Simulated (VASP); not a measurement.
# KTaO3 (Pm-3m) in VASP: further runs

The runs below take KTaO3 through single point, with LDA, PBEsol+D4.

Program: VASP 6.6.1. These are calculated values, not measurements. Logs are shortened: lines on timing, memory, paths and dates and some standing lists are left out, and cuts for length are marked.

### Step 1. The cell of the first run

The structure is cubic, space group Pm-3m (No. 221). The conventional cell has a = 3.988 Å, b = 3.988 Å, c = 3.988 Å, α = 90.00°, β = 90.00°, γ = 90.00°. Ta (site symmetry m-3m) has 6 O at 1.99 Å within 2.6 Å. K (site symmetry m-3m) has 12 O at 2.82 Å and 8 Ta at 3.45 Å within 3.7 Å. O (site symmetry 4/mmm) has 2 Ta at 1.99 Å within 2.6 Å.

### Step 2. Single point, LDA

The input, INCAR:

```
ALGO = Normal
EDIFF = 1E-6
ENCUT = 520
ISIF = 2
ISMEAR = -1
LASPH = True
LCHARG = True
LELF = True
LREAL = False
LVHAR = True
LWAVE = False
NBANDS = 27
NELM = 100
PREC = Accurate
SIGMA = 0.05
```

The input, KPOINTS:

```
k-points
0
Gamma
  7 7 7
```

The input, POSCAR:

```
KTaO3
1.0
    3.9883000000      0.0000000000      0.0000000000
    0.0000000000      3.9883000000      0.0000000000
    0.0000000000      0.0000000000      3.9883000000
Ta K O
1 1 3
Direct
    0.0000000000      0.0000000000      0.0000000000
    0.5000000000      0.5000000000      0.5000000000
    0.0000000000      0.0000000000      0.5000000000
    0.0000000000      0.5000000000      0.0000000000
    0.5000000000      0.0000000000      0.0000000000
```

Potentials or basis: VASP PAW LDA potentials, release 64 (Ta_pv, K_sv, O).

Command:

```console
$ cat potpaw_LDA.64/Ta_pv/POTCAR potpaw_LDA.64/K_sv/POTCAR potpaw_LDA.64/O/POTCAR > POTCAR
$ mpirun -np 1 vasp_std > vasp.out
```

OUTCAR:

```text
EDIFF = 1E-6
   ENCUT = 520
   ISIF = 2
   ISMEAR = -1
   LASPH = True
   LREAL = False
   NELM = 100
   PREC = Accurate

 ion  position               nearest neighbor table
   1  0.000  0.000  0.000-   3 1.99   4 1.99   5 1.99   3 1.99   4 1.99   5 1.99   2 3.45   2 3.45
                             2 3.45   2 3.45   2 3.45   2 3.45   2 3.45   2 3.45
   2  0.500  0.500  0.500-   3 2.82   4 2.82   5 2.82   4 2.82   5 2.82   3 2.82   5 2.82   5 2.82
                             3 2.82   4 2.82   4 2.82   3 2.82   1 3.45   1 3.45   1 3.45   1 3.45
   3  0.000  0.000  0.500-   1 1.99   1 1.99   2 2.82   2 2.82   2 2.82   2 2.82
   4  0.000  0.500  0.000-   1 1.99   1 1.99   2 2.82   2 2.82   2 2.82   2 2.82
   5  0.500  0.000  0.000-   1 1.99   1 1.99   2 2.82   2 2.82   2 2.82   2 2.82

  LATTYP: Found a simple cubic cell.
 ALAT       =     3.9883000000

  Lattice vectors:

 A1 = (   3.9883000000,   0.0000000000,   0.0000000000)
 A2 = (   0.0000000000,   3.9883000000,   0.0000000000)
 A3 = (   0.0000000000,   0.0000000000,   3.9883000000)

Analysis of symmetry for initial positions (statically):
=====================================================================
 Subroutine PRICEL returns:
 Original cell was already a primitive cell.

 Routine SETGRP: Setting up the symmetry group for a
 simple cubic supercell.

 Subroutine GETGRP returns: Found 48 space group operations
 (whereof 48 operations were pure point group operations)
 out of a pool of 48 trial point group operations.

The static configuration has the point symmetry O_h .

Analysis of symmetry for dynamics (positions and initial velocities):
=====================================================================
 Subroutine PRICEL returns:
 Original cell was already a primitive cell.

 Routine SETGRP: Setting up the symmetry group for a
 simple cubic supercell.

 Subroutine GETGRP returns: Found 48 space group operations
 (whereof 48 operations were pure point group operations)
 out of a pool of 48 trial point group operations.

The dynamic configuration has the point symmetry O_h .

 Subroutine INISYM returns: Found 48 space group operations
 (whereof 48 operations are pure point group operations),
 and found     1 'primitive' translations

----------------------------------------------------------------------------------------

                                     Primitive cell

  volume of cell :      63.4400

  direct lattice vectors                    reciprocal lattice vectors
     3.988300000  0.000000000  0.000000000     0.250733395  0.000000000  0.000000000
[... 90 lines left out ...]
   NSW    =      0    number of steps for IOM
   IBRION =     -1    ionic relax: 0-MD 1-quasi-New 2-CG
   NFREE  =      0    steps in history (QN), initial steepest desc. (CG)
   ISIF   =      2    stress and relaxation
   ISYM   =      2    0-nonsym 1-usesym 2-fastsym
   POTIM  = 0.5000    time-step for ionic-motion
   TEBEG  =    0.0;   TEEND  =   0.0 temperature during run
   PSTRESS=    0.0 pullay stress
   NELECT =      38.0000    total number of electrons
   NUPDOWN=      -1.0000    fix difference up-down
   EMIN   =  10.00;   EMAX   =-10.00  energy-range for DOS
   EFERMI =   0.00;   METHOD = LEGACY
   ISMEAR =    -1;   SIGMA  =   0.05  broadening in eV -4-tet -1-fermi 0-gaus
   EFERMI_NEDOS =   21; number of points for ismear=-14 and -15
   IALGO  =     38    algorithm
   IMIX   =      4    mixing-type and parameters
     AMIX     =   0.40;   BMIX     =  1.00
     AMIX_MAG =   1.60;   BMIX_MAG =  1.00
  volume/ion in A,a.u.               =      12.69        85.62
  Fermi-wavevector in a.u.,A,eV,Ry     =   1.380008  2.607837 25.911228  1.904422
  Thomas-Fermi vector in A             =   2.504925
   LORBIT       =      0    0 simple, 1 ext, 2 COOP (PROOUT), +10 PAW based schemes
   GGA     = CA    functional components
   LHFCALC =     F    Hartree Fock is set to
   AEXX    =    0.0000 exact exchange contribution
   IVDW    =     0    specifies the selected vdW correction
   LEPSILON=     F    determine dielectric tensor
   LRPA    =     F    only Hartree local field effects (RPA)
 non-spin polarized calculation
  energy-cutoff  :      520.00
  volume of cell :       63.44
 maximum number of plane-waves:      1743
 NGX is ok and might be reduce to    30
   NGX = 15   NGY = 15   NGZ = 15

 number of electron      37.9999975 magnetization

 Free energy of the ion-electron system (eV)
  ---------------------------------------------------
  ext. energy  EPLUGINS =         0.00000000
  ---------------------------------------------------
  free energy    TOTEN  =       -45.04150298 eV

  energy without entropy =      -45.04150298  energy(sigma->0) =      -45.04150298

 E-fermi :   2.5546     XC(G=0): -11.4296

 val. band max:        1.4630531702   @ k =   0.4286   0.4286   0.4286
 cond. band min:       3.5435597536   @ k =   0.0000   0.0000   0.0000
 fundamental gap:      2.0805065834
 Fermi energy:         2.5546353652

 k-point     1 :       0.0000    0.0000    0.0000
  band No.  band energies     occupation
      1     -32.3897      2.00000
      2     -32.3897      2.00000
      3     -32.3897      2.00000
      4     -25.3503      2.00000
      5     -15.7352      2.00000
      6     -14.9961      2.00000
[... 589 lines left out ...]
     26      12.2376      0.00000
     27      13.3739      0.00000

------------------------ aborting loop because EDIFF is reached ----------------------------------------

  FORCE on cell =-STRESS in cart. coord.  units (eV):
  Direction    XX          YY          ZZ          XY          YZ          ZX
  --------------------------------------------------------------------------------------
  -------------------------------------------------------------------------------------
  Total       -1.7517673     -1.7517673     -1.7517673      0.0000000      0.0000000     -0.0000000
  in kB      -44.2408576    -44.2408576    -44.2408576      0.0000000      0.0000000     -0.0000000
  external PRESSURE =     -44.2408576 kB  Pullay stress =       0.0000000 kB

 VOLUME and BASIS-vectors are now :
 -----------------------------------------------------------------------------
  energy-cutoff  :      520.00
  volume of cell :       63.44
      direct lattice vectors                 reciprocal lattice vectors
     3.988300000  0.000000000  0.000000000     0.250733395  0.000000000  0.000000000
     0.000000000  3.988300000  0.000000000     0.000000000  0.250733395  0.000000000
     0.000000000  0.000000000  3.988300000     0.000000000  0.000000000  0.250733395

 POSITION                                       TOTAL-FORCE (eV/Angst)
 -----------------------------------------------------------------------------------
      0.00000      0.00000      0.00000         0.000000      0.000000      0.000000
      1.99415      1.99415      1.99415         0.000000      0.000000      0.000000
      0.00000      0.00000      1.99415         0.000000      0.000000      0.000000
      0.00000      1.99415      0.00000         0.000000      0.000000      0.000000
      1.99415      0.00000      0.00000         0.000000      0.000000      0.000000
 -----------------------------------------------------------------------------------
    total drift:                                0.000000     -0.000000      0.000000

  FREE ENERGIE OF THE ION-ELECTRON SYSTEM (eV)
  ---------------------------------------------------
  free  energy   TOTEN  =       -45.0415029787 eV

  energy  without entropy=      -45.0415029785  energy(sigma->0) =      -45.04150298
```

Wall time 51 s (1 thread of AMD EPYC 7R13, shared host); peak memory 0.14 GiB.

What came out:

| Quantity | Value |
| --- | --- |
| Free energy | -45.0415 eV |
| Pressure | -4.4 GPa |
| Band gap on the k mesh | 2.08 eV (least direct gap 2.65 eV) |

Levels at points of the mesh, in eV from the valence-band top:
```csv
k point,band 17,band 18,band 19,band 20,band 21,band 22
"(0.00, 0.00, 0.00)",-0.57,-0.57,-0.57,2.08,2.08,2.08
```

Caveat: the cell stands under tension; spin-orbit coupling is left out, which moves the levels of the heavy elements; an odd mesh through Γ misses points on the zone boundary, where band edges can lie.

### Step 3. Single point, PBEsol+D4

The input, INCAR:

```
SYSTEM = KTaO3
ALGO = Normal ; EDIFF = 1E-6
ENCUT = 520 ; GGA = PS
ISIF = 2 ; ISMEAR = -1
IVDW = 13 ; LASPH = .TRUE.
LCHARG = .FALSE. ; LREAL = .FALSE.
LWAVE = .FALSE. ; NBANDS = 27
NELM = 60 ; PREC = Accurate
SIGMA = 0.05
```

The input, KPOINTS:

```
k-points
0
G
  7 7 7
  0 0 0
```

POSCAR is that of step 2.

Potentials or basis: VASP PAW PBE potentials, release 64 (Ta_pv, K_sv, O).

Command:

```console
$ cat potpaw_PBE.64/Ta_pv/POTCAR potpaw_PBE.64/K_sv/POTCAR potpaw_PBE.64/O/POTCAR > POTCAR
$ mpirun -np 1 vasp_std > vasp.out
```

OUTCAR:

```text
SYSTEM = KTaO3
   EDIFF = 1E-6
   ENCUT = 520
   GGA = PS
   ISIF = 2
   ISMEAR = -1
   IVDW = 13
   LASPH = .TRUE.
   LREAL = .FALSE.
   NELM = 60
   PREC = Accurate

 ion  position               nearest neighbor table
   1  0.000  0.000  0.000-   3 1.99   4 1.99   5 1.99   3 1.99   4 1.99   5 1.99   2 3.45   2 3.45
                             2 3.45   2 3.45   2 3.45   2 3.45   2 3.45   2 3.45
   2  0.500  0.500  0.500-   3 2.82   4 2.82   5 2.82   4 2.82   5 2.82   3 2.82   5 2.82   5 2.82
                             3 2.82   4 2.82   4 2.82   3 2.82   1 3.45   1 3.45   1 3.45   1 3.45
   3  0.000  0.000  0.500-   1 1.99   1 1.99   2 2.82   2 2.82   2 2.82   2 2.82
   4  0.000  0.500  0.000-   1 1.99   1 1.99   2 2.82   2 2.82   2 2.82   2 2.82
   5  0.500  0.000  0.000-   1 1.99   1 1.99   2 2.82   2 2.82   2 2.82   2 2.82

  LATTYP: Found a simple cubic cell.
 ALAT       =     3.9883000000

  Lattice vectors:

 A1 = (   3.9883000000,   0.0000000000,   0.0000000000)
 A2 = (   0.0000000000,   3.9883000000,   0.0000000000)
 A3 = (   0.0000000000,   0.0000000000,   3.9883000000)

Analysis of symmetry for initial positions (statically):
=====================================================================
 Subroutine PRICEL returns:
 Original cell was already a primitive cell.

 Routine SETGRP: Setting up the symmetry group for a
 simple cubic supercell.

 Subroutine GETGRP returns: Found 48 space group operations
 (whereof 48 operations were pure point group operations)
 out of a pool of 48 trial point group operations.

The static configuration has the point symmetry O_h .

Analysis of symmetry for dynamics (positions and initial velocities):
=====================================================================
 Subroutine PRICEL returns:
 Original cell was already a primitive cell.

 Routine SETGRP: Setting up the symmetry group for a
 simple cubic supercell.
[... 124 lines left out ...]
   IMIX   =      4    mixing-type and parameters
     AMIX     =   0.40;   BMIX     =  1.00
     AMIX_MAG =   1.60;   BMIX_MAG =  1.00
  volume/ion in A,a.u.               =      12.69        85.62
  Fermi-wavevector in a.u.,A,eV,Ry     =   1.380008  2.607837 25.911228  1.904422
  Thomas-Fermi vector in A             =   2.504925
   LORBIT       =      0    0 simple, 1 ext, 2 COOP (PROOUT), +10 PAW based schemes
   GGA     = PS    functional components
   LHFCALC =     F    Hartree Fock is set to
   AEXX    =    0.0000 exact exchange contribution
   IVDW    =    13    specifies the selected vdW correction
   LEPSILON=     F    determine dielectric tensor
   LRPA    =     F    only Hartree local field effects (RPA)
 non-spin polarized calculation
  energy-cutoff  :      520.00
  volume of cell :       63.44
 maximum number of plane-waves:      1743
 NGX is ok and might be reduce to    30
   NGX = 15   NGY = 15   NGZ = 15

 number of electron      37.9999976 magnetization

 Free energy of the ion-electron system (eV)
  ---------------------------------------------------
  ext. energy  EPLUGINS =         0.00000000
  ---------------------------------------------------
  free energy    TOTEN  =       -42.92098924 eV

  energy without entropy =      -42.92098924  energy(sigma->0) =      -42.92098924

 E-fermi :   2.7425     XC(G=0): -11.1394

 val. band max:        1.6036593780   @ k =   0.4286   0.4286   0.4286
 cond. band min:       3.7476253929   @ k =   0.0000   0.0000   0.0000
 fundamental gap:      2.1439660149
 Fermi energy:         2.7424632488

 k-point     1 :       0.0000    0.0000    0.0000
  band No.  band energies     occupation
      1     -32.4012      2.00000
      2     -32.4012      2.00000
      3     -32.4012      2.00000
      4     -25.4554      2.00000
      5     -15.8221      2.00000
      6     -15.0950      2.00000
[... 589 lines left out ...]
     26      12.5398      0.00000
     27      13.6234      0.00000

------------------------ aborting loop because EDIFF is reached ----------------------------------------

  DFT-D4 for vdW energy calculation

  Edisp (eV):   -0.45479

  FORCE on cell =-STRESS in cart. coord.  units (eV):
  Direction    XX          YY          ZZ          XY          YZ          ZX
  --------------------------------------------------------------------------------------
  -------------------------------------------------------------------------------------
  Total      -0.36021    -0.36021    -0.36021     0.00000     0.00000    -0.00000
  in kB      -9.09703    -9.09703    -9.09703     0.00000     0.00000    -0.00000
  external pressure =       -9.10 kB  Pullay stress =        0.00 kB

 VOLUME and BASIS-vectors are now :
 -----------------------------------------------------------------------------
  energy-cutoff  :      520.00
  volume of cell :       63.44
      direct lattice vectors                 reciprocal lattice vectors
     3.988300000  0.000000000  0.000000000     0.250733395  0.000000000  0.000000000
     0.000000000  3.988300000  0.000000000     0.000000000  0.250733395  0.000000000
     0.000000000  0.000000000  3.988300000     0.000000000  0.000000000  0.250733395

 POSITION                                       TOTAL-FORCE (eV/Angst)
 -----------------------------------------------------------------------------------
      0.00000      0.00000      0.00000         0.000000      0.000000      0.000000
      1.99415      1.99415      1.99415         0.000000      0.000000      0.000000
      0.00000      0.00000      1.99415         0.000000      0.000000      0.000000
      0.00000      1.99415      0.00000         0.000000      0.000000      0.000000
      1.99415      0.00000      0.00000         0.000000      0.000000      0.000000
 -----------------------------------------------------------------------------------
    total drift:                                0.000000     -0.000000      0.000000

  FREE ENERGIE OF THE ION-ELECTRON SYSTEM (eV)
  ---------------------------------------------------
  free  energy   TOTEN  =       -43.3757833847 eV

  energy  without entropy=      -43.3757833846  energy(sigma->0) =      -43.37578338
```

Wall time 61 s (1 thread of AMD EPYC 7R13, shared host); peak memory 0.16 GiB.

What came out:

* Free energy: -43.3758 eV
* Pressure: -0.9 GPa
* Band gap on the k mesh: 2.14 eV (least direct gap 2.71 eV)
* Dispersion energy per atom: -0.091 eV

Caveat: the PAW data sets were made with another functional, which shifts forces and pressure a little; spin-orbit coupling is left out, which moves the levels of the heavy elements; an odd mesh through Γ misses points on the zone boundary, where band edges can lie.

[end of part 1 of 2]
